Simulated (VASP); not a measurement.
# Al (Fm-3m) in VASP: further runs, part 2 of 2

VASP 6.6.1. Earlier steps stand in the parts before.

### Step 4. Single point, PBE

This run uses another cell than the first one, of 17.93 Å³/atom, 1.080 times its volume.

Input file INCAR:

```
  PREC = Accurate
  ENCUT = 520
  EDIFF = 1E-6
  ISMEAR = -1
  SIGMA = 0.15
  LREAL = F
  LASPH = T
  NELM = 100
  ALGO = Normal
  ISIF = 2
  LWAVE = F
  LCHARG = T
  GGA = PE
  LELF = T
  LVHAR = T
  NBANDS = 8
```

Input file KPOINTS:

```
Automatic mesh
0
Gamma
  12 12 12
```

Input file POSCAR:

```
Al
1.0
    0.0000000000      2.0774207080      2.0774207080
    2.0774207080      0.0000000000      2.0774207080
    2.0774207080      2.0774207080      0.0000000000
Al
1
Direct
    0.0000000000      0.0000000000      0.0000000000
```

Potentials or basis: VASP PAW PBE potentials, release 64 (Al).

On the command line:

```console
> cat potpaw_PBE.64/Al/POTCAR > POTCAR
> mpirun -np 1 vasp_std > vasp.out
```

OUTCAR:

```text
PREC = Accurate
   ENCUT = 520
   EDIFF = 1E-6
   ISMEAR = -1
   LREAL = F
   LASPH = T
   NELM = 100
   ISIF = 2
   GGA = PE

 ion  position               nearest neighbor table
   1  0.000  0.000  0.000-

  LATTYP: Found a face centered cubic cell.
 ALAT       =     4.1548414160

  Lattice vectors:

 A1 = (   0.0000000000,   2.0774207080,   2.0774207080)
 A2 = (   2.0774207080,   0.0000000000,   2.0774207080)
 A3 = (   2.0774207080,   2.0774207080,   0.0000000000)

Analysis of symmetry for initial positions (statically):
=====================================================================
 Subroutine PRICEL returns:
 Original cell was already a primitive cell.

 Routine SETGRP: Setting up the symmetry group for a
 face centered cubic supercell.

 Subroutine GETGRP returns: Found 48 space group operations
 (whereof 48 operations were pure point group operations)
 out of a pool of 48 trial point group operations.

The static configuration has the point symmetry O_h .

Analysis of symmetry for dynamics (positions and initial velocities):
=====================================================================
 Subroutine PRICEL returns:
 Original cell was already a primitive cell.

 Routine SETGRP: Setting up the symmetry group for a
 face centered cubic supercell.

 Subroutine GETGRP returns: Found 48 space group operations
 (whereof 48 operations were pure point group operations)
 out of a pool of 48 trial point group operations.

The dynamic configuration has the point symmetry O_h .

 Subroutine INISYM returns: Found 48 space group operations
 (whereof 48 operations are pure point group operations),
 and found     1 'primitive' translations

----------------------------------------------------------------------------------------

                                     Primitive cell

  volume of cell :      17.9310

  direct lattice vectors                    reciprocal lattice vectors
     0.000000000  2.077420708  2.077420708    -0.240683073  0.240683073  0.240683073
     2.077420708  0.000000000  2.077420708     0.240683073 -0.240683073  0.240683073
     2.077420708  2.077420708  0.000000000     0.240683073  0.240683073 -0.240683073

  length of vectors
     2.937916540  2.937916540  2.937916540     0.416875311  0.416875311  0.416875311

  position of ions in fractional coordinates (direct lattice)
     0.000000000  0.000000000  0.000000000

  ion indices of the primitive-cell ions
   primitive index   ion index
                 1           1

----------------------------------------------------------------------------------------

 KPOINTS: Automatic mesh

Automatic generation of k-mesh.
 Grid dimensions read from file:
 generate k-points for:   12   12   12

 Generating k-lattice:

  Cartesian coordinates                     Fractional coordinates (reciprocal lattice)
    -0.020056923  0.020056923  0.020056923     0.083333333  0.000000000  0.000000000
     0.020056923 -0.020056923  0.020056923     0.000000000  0.083333333  0.000000000
     0.020056923  0.020056923 -0.020056923     0.000000000  0.000000000  0.083333333

  Length of vectors
     0.034739609  0.034739609  0.034739609

  Shift w.r.t. Gamma in fractional coordinates (k-lattice)
     0.000000000  0.000000000  0.000000000

 Subroutine IBZKPT returns following result:
 ===========================================

 Found     72 irreducible k-points:

 Following reciprocal coordinates:
            Coordinates               Weight
  0.000000  0.000000  0.000000      1.000000
  0.083333  0.000000  0.000000      8.000000
  0.166667  0.000000  0.000000      8.000000
  0.250000  0.000000  0.000000      8.000000
  0.333333  0.000000  0.000000      8.000000
  0.416667  0.000000  0.000000      8.000000
[... 16 lines left out ...]
  0.500000  0.166667  0.000000     24.000000
 -0.416667  0.166667  0.000000     24.000000
 [... further k-points ...]
   k-points           NKPTS =     72   k-points in BZ     NKDIM =     72   number of bands    NBANDS=      8
   number of dos      NEDOS =    301   number of ions     NIONS =      1
   total plane-waves  NPLWV =  13824
   dimension x,y,z NGX =    24 NGY =   24 NGZ =   24
   dimension x,y,z NGXF=    48 NGYF=   48 NGZF=   48
   ions per type =               1
   NGX,Y,Z   is equivalent  to a cutoff of  13.58, 13.58, 13.58 a.u.
   NGXF,Y,Z  is equivalent  to a cutoff of  27.16, 27.16, 27.16 a.u.
 SYSTEM =  unknown system
   PREC   = accura    normal or accurate (medium, high low for compatibility)
   ISTART =      0    job   : 0-new  1-cont  2-samecut
   ICHARG =      2    charge: 1-file 2-atom 10-const
   ISPIN  =      1    spin polarized calculation?
   LNONCOLLINEAR =      F non collinear calculations
   LSORBIT =      F    spin-orbit coupling
   LASPH  =      T    aspherical Exc in radial PAW
   ENCUT  =  520.0 eV  38.22 Ry    6.18 a.u.   5.46  5.46  5.46*2*pi/ulx,y,z
   NELM   =    100;   NELMIN=  2; NELMDL= -5     # of ELM steps
   EDIFF  = 0.1E-05   stopping-criterion for ELM
   LREAL  =      F    real-space projection
   EDIFFG = 0.1E-04   stopping-criterion for IOM
   NSW    =      0    number of steps for IOM
   IBRION =     -1    ionic relax: 0-MD 1-quasi-New 2-CG
   NFREE  =      0    steps in history (QN), initial steepest desc. (CG)
   ISIF   =      2    stress and relaxation
   ISYM   =      2    0-nonsym 1-usesym 2-fastsym
   POTIM  = 0.5000    time-step for ionic-motion
   TEBEG  =    0.0;   TEEND  =   0.0 temperature during run
   PSTRESS=    0.0 pullay stress
   NELECT =       3.0000    total number of electrons
   NUPDOWN=      -1.0000    fix difference up-down
   EMIN   =  10.00;   EMAX   =-10.00  energy-range for DOS
   EFERMI =   0.00;   METHOD = LEGACY
   ISMEAR =    -1;   SIGMA  =   0.15  broadening in eV -4-tet -1-fermi 0-gaus
   EFERMI_NEDOS =   21; number of points for ismear=-14 and -15
   IALGO  =     38    algorithm
   IMIX   =      4    mixing-type and parameters
     AMIX     =   0.40;   BMIX     =  1.00
     AMIX_MAG =   1.60;   BMIX_MAG =  1.00
  volume/ion in A,a.u.               =      17.93       121.00
  Fermi-wavevector in a.u.,A,eV,Ry     =   0.902085  1.704693 11.071841  0.813757
  Thomas-Fermi vector in A             =   2.025245
   LORBIT       =      0    0 simple, 1 ext, 2 COOP (PROOUT), +10 PAW based schemes
   GGA     = PE    functional components
   LHFCALC =     F    Hartree Fock is set to
   AEXX    =    0.0000 exact exchange contribution
   IVDW    =     0    specifies the selected vdW correction
   LEPSILON=     F    determine dielectric tensor
   LRPA    =     F    only Hartree local field effects (RPA)
 non-spin polarized calculation
  energy-cutoff  :      520.00
  volume of cell :       17.93
 maximum number of plane-waves:       531
 NGX is ok and might be reduce to    24
   NGX = 11   NGY = 11   NGZ = 11

 number of electron       3.0000000 magnetization

 Free energy of the ion-electron system (eV)
  ---------------------------------------------------
  ext. energy  EPLUGINS =         0.00000000
  ---------------------------------------------------
  free energy    TOTEN  =        -3.74212604 eV

  energy without entropy =       -3.71384506  energy(sigma->0) =       -3.72798555

 E-fermi :   7.0841     XC(G=0):  -9.8993

 val. band max:        6.9370439323   @ k =   0.5000   0.2500   0.0833
 cond. band min:       7.0941180870   @ k =  -0.4167   0.4167   0.0833
 fundamental gap:      0.1570741547
 Fermi energy:         7.0841317950

 k-point     1 :       0.0000    0.0000    0.0000
  band No.  band energies     occupation
      1      -3.4130      2.00000
      2      19.3276      0.00000
      3      19.3276      0.00000
      4      19.3276      0.00000
      5      20.2137      0.00000
      6      20.2137      0.00000
      7      20.2137      0.00000
      8      23.0361      0.00000
[... 243 lines left out ...]
 k-point    24 :      -0.4167    0.1667    0.0000
  band No.  band energies     occupation
      1       2.8319      2.00000
      2       4.1950      2.00000
      3      12.3319      0.00000
      4      15.4235      0.00000
      5      17.2278      0.00000
      6      21.6804      0.00000
      7      24.1309      0.00000
      8      27.1710      0.00000

 [... further k-points ...]

------------------------ aborting loop because EDIFF is reached ----------------------------------------

  FORCE on cell =-STRESS in cart. coord.  units (eV):
  Direction    XX          YY          ZZ          XY          YZ          ZX
  --------------------------------------------------------------------------------------
  -------------------------------------------------------------------------------------
  Total       -0.5975226     -0.5975226     -0.5975226     -0.0000000      0.0000000      0.0000000
  in kB      -53.3902015    -53.3902015    -53.3902015     -0.0000000      0.0000000      0.0000000
  external PRESSURE =     -53.3902015 kB  Pullay stress =       0.0000000 kB

 VOLUME and BASIS-vectors are now :
 -----------------------------------------------------------------------------
  energy-cutoff  :      520.00
  volume of cell :       17.93
      direct lattice vectors                 reciprocal lattice vectors
     0.000000000  2.077420708  2.077420708    -0.240683073  0.240683073  0.240683073
     2.077420708  0.000000000  2.077420708     0.240683073 -0.240683073  0.240683073
     2.077420708  2.077420708  0.000000000     0.240683073  0.240683073 -0.240683073

 POSITION                                       TOTAL-FORCE (eV/Angst)
 -----------------------------------------------------------------------------------
      0.00000      0.00000      0.00000         0.000000      0.000000      0.000000
 -----------------------------------------------------------------------------------
    total drift:                               -0.000000      0.000000     -0.000000

  FREE ENERGIE OF THE ION-ELECTRON SYSTEM (eV)
  ---------------------------------------------------
  free  energy   TOTEN  =        -3.7421260419 eV

  energy  without entropy=       -3.7138450571  energy(sigma->0) =       -3.72798555
```

stdout:

```text
POSCAR found type information on POSCAR Al
 POSCAR found :  1 types and       1 ions
 scaLAPACK will be used
 LDA part: xc-table for (Slater+PW92), standard interpolation
 POSCAR, INCAR and KPOINTS ok, starting setup
 FFT: planning ... GRIDC
 FFT: planning ... GRID_SOFT
 FFT: planning ... GRID
 WAVECAR not read
 entering main loop
```

Wall time 10 s (1 thread of Intel Xeon 8259CL, shared host); peak memory 0.13 GiB.

What came out:

```yaml
Free_energy: -3.7421 eV
Pressure: -5.3 GPa
```

### Step 5. Summary

```tsv
cell	gap on the mesh (eV)	pressure (GPa)
a = 2.864 Å, angles 60.0°, 1 atom	none	-0.4
a = 2.901 Å, angles 60.0°, 1 atom	none	-3.2
a = 2.938 Å, angles 60.0°, 1 atom	none	-5.3
```

Alike in all rows: task single point; level PBE; potentials or basis VASP PAW PBE potentials, release 64 (Al); no spin polarisation; k mesh 12 × 12 × 12; cutoff (eV) 520; smearing fermi-dirac 0.15 eV.

Total energies depend on the potentials used, so only differences within one code and one set of settings carry meaning.
